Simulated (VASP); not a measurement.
# AgCl (I4/mmm) in VASP: a series of runs

Runs on AgCl. Level: LDA. Tasks: electric field gradients.

Program: VASP 6.6.1. These are calculated values, not measurements. Logs are shortened: lines on timing, memory, paths and dates and some standing lists are left out, and cuts for length are marked.

**1. The cell of the first run**

It takes space group I4/mmm (No. 139, tetragonal). Conventional cell: a = 3.883 Å, b = 3.883 Å, c = 5.546 Å, α = 90.00°, β = 90.00°, γ = 90.00°. Ag (site symmetry 4/mmm) has 6 Cl at 2.75 to 2.77 Å within 3.6 Å. Within 3.6 Å of Cl (site symmetry 4/mmm) lie 6 Ag at 2.75 to 2.77 Å.

**2. Electric field gradients, LDA (equal xx and yy strain of -1 %)**

The input, INCAR:

```
PREC = Accurate ; ENCUT = 520
EDIFF = 1E-8 ; ISMEAR = -1
SIGMA = 0.02 ; LREAL = False
LASPH = True ; NELM = 60
ALGO = Normal ; ISIF = 2
LWAVE = False ; LCHARG = False
GGA = CA ; LEFG = True
NBANDS = 16
```

The input, KPOINTS:

```
regular mesh
0
Gamma
  8 8 8
```

The input, POSCAR:

```
AgCl
1.0
    0.0000000000      2.7454185000      2.7731500000
    2.7454185000      0.0000000000      2.7731500000
    2.7454185000      2.7454185000      0.0000000000
Ag Cl
1 1
Direct
    0.5000000000      0.5000000000      0.5000000000
    0.0000000000      0.0000000000      0.0000000000
```

Potentials or basis: VASP PAW LDA potentials, release 64 (Ag, Cl).

Run with:

```bash
$ cat potpaw_LDA.64/Ag/POTCAR potpaw_LDA.64/Cl/POTCAR > POTCAR
$ mpirun -np 1 vasp_std > vasp.out
```

OUTCAR:

```text
PREC = Accurate
   ENCUT = 520
   EDIFF = 1E-8
   ISMEAR = -1
   LREAL = False
   LASPH = True
   NELM = 60
   ISIF = 2
   GGA = CA

 ion  position               nearest neighbor table
   1  0.500  0.500  0.500-   2 2.75   2 2.75   2 2.75   2 2.75   2 2.77   2 2.77
   2  0.000  0.000  0.000-   1 2.75   1 2.75   1 2.75   1 2.75   1 2.77   1 2.77

  LATTYP: Found a body centered tetragonal cell.
 ALAT       =     3.8826080771
 C/A-ratio  =     1.4284985479

  Lattice vectors:

 A1 = (  -2.7454185000,   0.0000000000,   2.7731500000)
 A2 = (   2.7454185000,   0.0000000000,   2.7731500000)
 A3 = (   0.0000000000,   2.7454185000,  -2.7731500000)

Analysis of symmetry for initial positions (statically):
=====================================================================
 Subroutine PRICEL returns:
 Original cell was already a primitive cell.

 Routine SETGRP: Setting up the symmetry group for a
 body centered tetragonal supercell.

 Subroutine GETGRP returns: Found 16 space group operations
 (whereof 16 operations were pure point group operations)
 out of a pool of 16 trial point group operations.

The static configuration has the point symmetry D_4h.

Analysis of symmetry for dynamics (positions and initial velocities):
=====================================================================
 Subroutine PRICEL returns:
 Original cell was already a primitive cell.

 Routine SETGRP: Setting up the symmetry group for a
 body centered tetragonal supercell.

 Subroutine GETGRP returns: Found 16 space group operations
 (whereof 16 operations were pure point group operations)
 out of a pool of 16 trial point group operations.

The dynamic configuration has the point symmetry D_4h.

 Subroutine INISYM returns: Found 16 space group operations
 (whereof 16 operations are pure point group operations),
 and found     1 'primitive' translations

----------------------------------------------------------------------------------------

                                     Primitive cell

  volume of cell :      41.8043

[... 122 lines left out ...]
 maximum number of plane-waves:      1139
 NGX is ok and might be reduce to    30
   NGX = 15   NGY = 15   NGZ = 15

 number of electron      18.0000004 magnetization

 Free energy of the ion-electron system (eV)
  ---------------------------------------------------
  ext. energy  EPLUGINS =         0.00000000
  ---------------------------------------------------
  free energy    TOTEN  =        -6.73900421 eV

  energy without entropy =       -6.73900421  energy(sigma->0) =       -6.73900421

 E-fermi :   4.1923     XC(G=0): -10.5410

 val. band max:        3.8708032439   @ k =   0.5000   0.0000   0.0000
 cond. band min:       4.4795650323   @ k =   0.0000   0.0000   0.0000
 fundamental gap:      0.6087617885
 Fermi energy:         4.1922632517

 k-point     1 :       0.0000    0.0000    0.0000
  band No.  band energies     occupation
      1     -11.3457      2.00000
      2       1.2146      2.00000
      3       1.2418      2.00000
      4       1.2418      2.00000
      5       1.2705      2.00000
      6       1.2742      2.00000
[... 433 lines left out ...]
      3      -0.2828      2.00000
      4      -0.1032      2.00000
      5       1.4126      2.00000
      6       1.5973      2.00000
[... 8 lines left out ...]
     15      17.5922      0.00000
     16      17.6817      0.00000

 [... further k-points ...]

------------------------ aborting loop because EDIFF is reached ----------------------------------------

  FORCE on cell =-STRESS in cart. coord.  units (eV):
  Direction    XX          YY          ZZ          XY          YZ          ZX
  --------------------------------------------------------------------------------------
  -------------------------------------------------------------------------------------
  Total       -1.2304337     -1.2304337     -1.2605299      0.0000000      0.0000000      0.0000000
  in kB      -47.1572360    -47.1572360    -48.3106942      0.0000000      0.0000000      0.0000000
  external PRESSURE =     -47.5417220 kB  Pullay stress =       0.0000000 kB

 VOLUME and BASIS-vectors are now :
 -----------------------------------------------------------------------------
  energy-cutoff  :      520.00
  volume of cell :       41.80
      direct lattice vectors                 reciprocal lattice vectors
     0.000000000  2.745418500  2.773150000    -0.182121596  0.182121596  0.180300380
     2.745418500  0.000000000  2.773150000     0.182121596 -0.182121596  0.180300380
     2.745418500  2.745418500  0.000000000     0.182121596  0.182121596 -0.180300380

 POSITION                                       TOTAL-FORCE (eV/Angst)
 -----------------------------------------------------------------------------------
      2.74542      2.74542      2.77315         0.000000      0.000000      0.000000
      0.00000      0.00000      0.00000        -0.000000     -0.000000     -0.000000
 -----------------------------------------------------------------------------------
    total drift:                                0.000000      0.000000      0.000000

  FREE ENERGIE OF THE ION-ELECTRON SYSTEM (eV)
  ---------------------------------------------------
  free  energy   TOTEN  =        -6.7390042067 eV

  energy  without entropy=       -6.7390042052  energy(sigma->0) =       -6.73900421

 Electric field gradients (V/A^2)
---------------------------------------------------------------------
 ion       V_xx      V_yy      V_zz      V_xy      V_xz      V_yz
---------------------------------------------------------------------
   1      -3.074    -3.074     6.148    -0.001    -0.001    -0.001
   2       2.551     2.551    -5.101     0.001     0.001     0.001
---------------------------------------------------------------------

 Electric field gradients after diagonalization (V/A^2)
 (convention: |V_zz| > |V_xx| > |V_yy|)
----------------------------------------------------------------------
 ion       V_xx      V_yy      V_zz     asymmetry (V_yy - V_xx)/ V_zz
----------------------------------------------------------------------
   1      -3.075    -3.073     6.148       0.000
   2       2.552     2.550    -5.101       0.000
----------------------------------------------------------------------

           NMR quadrupolar parameters

 Cq : quadrupolar parameter    Cq=e*Q*V_zz/h
 eta: asymmetry parameters     (V_yy - V_xx)/ V_zz
 Q  : nuclear electric quadrupole moment in mb (millibarn)
----------------------------------------------------------------------
 ion       Cq(MHz)       eta       Q (mb)
----------------------------------------------------------------------
   1       0.015       0.000       1.000
   2      -0.012       0.000       1.000
----------------------------------------------------------------------
```

OSZICAR:

```text
N       E                     dE             d eps       ncg     rms          rms(c)
DAV:   1     0.898046509768E+02    0.89805E+02   -0.85422E+03  1888   0.101E+03
DAV:   2    -0.400728036225E+01   -0.93812E+02   -0.86233E+02  2424   0.217E+02
DAV:   3    -0.688610407217E+01   -0.28788E+01   -0.28724E+01  2368   0.388E+01
DAV:   4    -0.689987565971E+01   -0.13772E-01   -0.13770E-01  2360   0.309E+00
DAV:   5    -0.690002728354E+01   -0.15162E-03   -0.15162E-03  2376   0.323E-01    0.672E+00
DAV:   6    -0.674825360278E+01    0.15177E+00   -0.24101E-01  2480   0.666E+00    0.443E+00
DAV:   7    -0.674172287165E+01    0.65307E-02   -0.61651E-02  2320   0.166E+00    0.198E+00
DAV:   8    -0.673908974437E+01    0.26331E-02   -0.39837E-03  2152   0.573E-01    0.249E-01
DAV:   9    -0.673899608613E+01    0.93658E-04   -0.25804E-04  2552   0.228E-01    0.404E-02
DAV:  10    -0.673900420742E+01   -0.81213E-05   -0.23303E-05  2304   0.424E-02    0.119E-02
DAV:  11    -0.673900422603E+01   -0.18611E-07   -0.32252E-07  2488   0.428E-03    0.190E-03
DAV:  12    -0.673900420982E+01    0.16216E-07   -0.16701E-07  2296   0.281E-03    0.822E-04
DAV:  13    -0.673900420669E+01    0.31321E-08   -0.12748E-08  1768   0.107E-03
   1 F= -.67390042E+01 E0= -.67390042E+01  d E =-.151897E-08
```

Wall time 63 s (1 thread of Intel Xeon 8259CL, shared host); peak memory 0.17 GiB.

Results:

* Free energy: -6.7390 eV
* Pressure: -4.8 GPa
* Band gap on the k mesh: 0.61 eV (least direct gap 3.00 eV)
* Largest electric field gradient by atom: Ag +6.1; Cl -5.1 V/Å²

Electric field gradients, principal values (V/Å²):
| atom | least | middle | greatest (by size) |
| --- | --- | --- | --- |
| 1 Ag | -3.073 | -3.075 | 6.148 |
| 2 Cl | 2.550 | 2.552 | -5.101 |

Caveat: the cell differs from its parent crystal (equal xx and yy strain of -1 %); the cell stands under tension; without QUAD_EFG the Cq values of the log hold for a quadrupole moment of 1 mb, not for the nuclei. A k mesh can miss the band edges.

**3. Electric field gradients, LDA (zz strain of +1 %)**

The input, INCAR:

```
PREC = Accurate ; ENCUT = 520
EDIFF = 1E-8 ; ISMEAR = -1
SIGMA = 0.02 ; LREAL = F
LASPH = T ; NELM = 60
ALGO = Normal ; ISIF = 2
LWAVE = F ; LCHARG = F
GGA = CA ; LEFG = T
NBANDS = 16
```

KPOINTS is that of step 2.

The input, POSCAR:

```
AgCl
1.0
    0.0000000000      2.7731500000      2.8008815000
    2.7731500000      0.0000000000      2.8008815000
    2.7731500000      2.7731500000      0.0000000000
Ag Cl
1 1
Direct
    0.5000000000      0.5000000000      0.5000000000
    0.0000000000      0.0000000000      0.0000000000
```

Potentials or basis: VASP PAW LDA potentials, release 64 (Ag, Cl).

Run with:

```bash
$ cat potpaw_LDA.64/Ag/POTCAR potpaw_LDA.64/Cl/POTCAR > POTCAR
$ mpirun -np 1 vasp_std > vasp.out
```

OUTCAR:

```text
PREC = Accurate
   ENCUT = 520
   EDIFF = 1E-8
   ISMEAR = -1
   LREAL = F
   LASPH = T
   NELM = 60
   ISIF = 2
   GGA = CA

 ion  position               nearest neighbor table
   1  0.500  0.500  0.500-   2 2.77   2 2.77   2 2.77   2 2.77   2 2.80   2 2.80
   2  0.000  0.000  0.000-   1 2.77   1 2.77   1 2.77   1 2.77   1 2.80   1 2.80

  LATTYP: Found a body centered tetragonal cell.
 ALAT       =     3.9218263405
 C/A-ratio  =     1.4283556980

  Lattice vectors:

 A1 = (  -2.7731500000,   0.0000000000,   2.8008815000)
 A2 = (   2.7731500000,   0.0000000000,   2.8008815000)
 A3 = (   0.0000000000,   2.7731500000,  -2.8008815000)

Analysis of symmetry for initial positions (statically):
[... 649 lines left out ...]
 -----------------------------------------------------------------------------
  energy-cutoff  :      520.00
  volume of cell :       43.08
      direct lattice vectors                 reciprocal lattice vectors
     0.000000000  2.773150000  2.800881500    -0.180300380  0.180300380  0.178515228
     2.773150000  0.000000000  2.800881500     0.180300380 -0.180300380  0.178515228
     2.773150000  2.773150000  0.000000000     0.180300380  0.180300380 -0.178515228

 POSITION                                       TOTAL-FORCE (eV/Angst)
 -----------------------------------------------------------------------------------
      2.77315      2.77315      2.80088         0.000000      0.000000      0.000000
      0.00000      0.00000      0.00000         0.000000     -0.000000     -0.000000
 -----------------------------------------------------------------------------------
    total drift:                                0.000000      0.000000      0.000000

  FREE ENERGIE OF THE ION-ELECTRON SYSTEM (eV)
  ---------------------------------------------------
  free  energy   TOTEN  =        -6.6968628823 eV

  energy  without entropy=       -6.6968628809  energy(sigma->0) =       -6.69686288

 Electric field gradients (V/A^2)
---------------------------------------------------------------------
 ion       V_xx      V_yy      V_zz      V_xy      V_xz      V_yz
---------------------------------------------------------------------
   1      -2.864    -2.864     5.728    -0.000     0.000     0.000
   2       2.548     2.548    -5.095     0.001     0.001     0.001
---------------------------------------------------------------------

 Electric field gradients after diagonalization (V/A^2)
 (convention: |V_zz| > |V_xx| > |V_yy|)
----------------------------------------------------------------------
 ion       V_xx      V_yy      V_zz     asymmetry (V_yy - V_xx)/ V_zz
----------------------------------------------------------------------
   1      -2.864    -2.864     5.728       0.000
   2       2.548     2.547    -5.095       0.000
----------------------------------------------------------------------

           NMR quadrupolar parameters

 Cq : quadrupolar parameter    Cq=e*Q*V_zz/h
 eta: asymmetry parameters     (V_yy - V_xx)/ V_zz
 Q  : nuclear electric quadrupole moment in mb (millibarn)
----------------------------------------------------------------------
 ion       Cq(MHz)       eta       Q (mb)
----------------------------------------------------------------------
   1       0.014       0.000       1.000
   2      -0.012       0.000       1.000
----------------------------------------------------------------------
```

OSZICAR:

```text
N       E                     dE             d eps       ncg     rms          rms(c)
DAV:   1     0.904979352597E+02    0.90498E+02   -0.86356E+03  1888   0.101E+03
DAV:   2    -0.387513986938E+01   -0.94373E+02   -0.86120E+02  2360   0.214E+02
DAV:   3    -0.684691312503E+01   -0.29718E+01   -0.29637E+01  2344   0.392E+01
DAV:   4    -0.686176624351E+01   -0.14853E-01   -0.14851E-01  2424   0.317E+00
DAV:   5    -0.686193244437E+01   -0.16620E-03   -0.16620E-03  2328   0.334E-01    0.618E+00
DAV:   6    -0.670638090965E+01    0.15555E+00   -0.24424E-01  2496   0.665E+00    0.410E+00
DAV:   7    -0.669976317083E+01    0.66177E-02   -0.61337E-02  2352   0.166E+00    0.190E+00
DAV:   8    -0.669695728980E+01    0.28059E-02   -0.42609E-03  2192   0.583E-01    0.244E-01
DAV:   9    -0.669685318377E+01    0.10411E-03   -0.24136E-04  2552   0.233E-01    0.453E-02
DAV:  10    -0.669686291180E+01   -0.97280E-05   -0.29628E-05  2216   0.456E-02    0.145E-02
DAV:  11    -0.669686288257E+01    0.29227E-07   -0.27578E-07  2600   0.478E-03    0.232E-03
DAV:  12    -0.669686288229E+01    0.27785E-09   -0.61621E-08  2232   0.215E-03
   1 F= -.66968629E+01 E0= -.66968629E+01  d E =-.138206E-08
```

It took 59 s on 1 thread of Intel Xeon 8259CL, shared host; peak memory 0.17 GiB.

What came out:

| Quantity | Value |
| --- | --- |
| Free energy | -6.6969 eV |
| Pressure | -5.9 GPa |
| Band gap on the k mesh | 0.61 eV (least direct gap 2.88 eV) |
| Largest electric field gradient by atom | Ag +5.7; Cl -5.1 V/Å² |

Electric field gradients, principal values (V/Å²):
| atom | least | middle | greatest (by size) |
| --- | --- | --- | --- |
| 1 Ag | -2.864 | -2.864 | 5.728 |
| 2 Cl | 2.547 | 2.548 | -5.095 |

Caveat: the cell differs from its parent crystal (zz strain of +1 %); the cell stands under tension; without QUAD_EFG the Cq values of the log hold for a quadrupole moment of 1 mb, not for the nuclei. A k mesh can miss the band edges.

(Part 1 of 2 ends here.)
